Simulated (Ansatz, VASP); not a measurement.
# CdSe in VASP and in Ansatz

```
Cd Se
1.0
     0.00000    4.50702    0.00000
     0.00000    0.00000    7.47911
     8.16470    0.00000    0.00000
Cd Se
4 4
Direct
  0.75000 0.39901 0.84076
  0.25000 0.89901 0.65924
  0.75000 0.10099 0.34076
  0.25000 0.60099 0.15924
  0.25000 0.59595 0.82232
  0.75000 0.09595 0.67768
  0.25000 0.90405 0.32232
  0.75000 0.40405 0.17768
```

Alike in both runs: task single point; functional PBE; k mesh 4 × 2 × 2; occupations gaussian, width 0.1 eV; no spin polarisation.

|  | VASP | Ansatz |
| --- | --- | --- |
| version | VASP 6.6.1 | Ansatz 0.2.0 |
| potentials or method | VASP PAW PBE potentials, release 64 (Cd, Se), cutoff 520 eV | scalar-relativistic, plane waves, PAW |
| valence electrons in the cell | 72 | 144 |

|  | VASP | Ansatz | Ansatz less VASP |
| --- | --- | --- | --- |
| gap on the k mesh at the Fermi level (eV) | 0.74 | 0.74 | +0.004 |
| least direct gap on the mesh (eV) | 0.74 | 0.74 | +0.004 |
| pressure (GPa) | 0.2 | 0.0 | -0.23 |
| traceless stress, the component that is largest in VASP (GPa) | 0.10 | 0.10 | -0.004 |
| rms of the force components (eV/Å) | 0.005 | 0.005 | +0.0002 |

Atom by atom the forces differ by 0.005 eV/Å (rms over components). VASP's potentials hold 72 valence electrons a cell and Ansatz's 144, so a difference there can come from the potentials and not from the codes.

The k mesh is coarse, so the values compare programs but aren't converged.
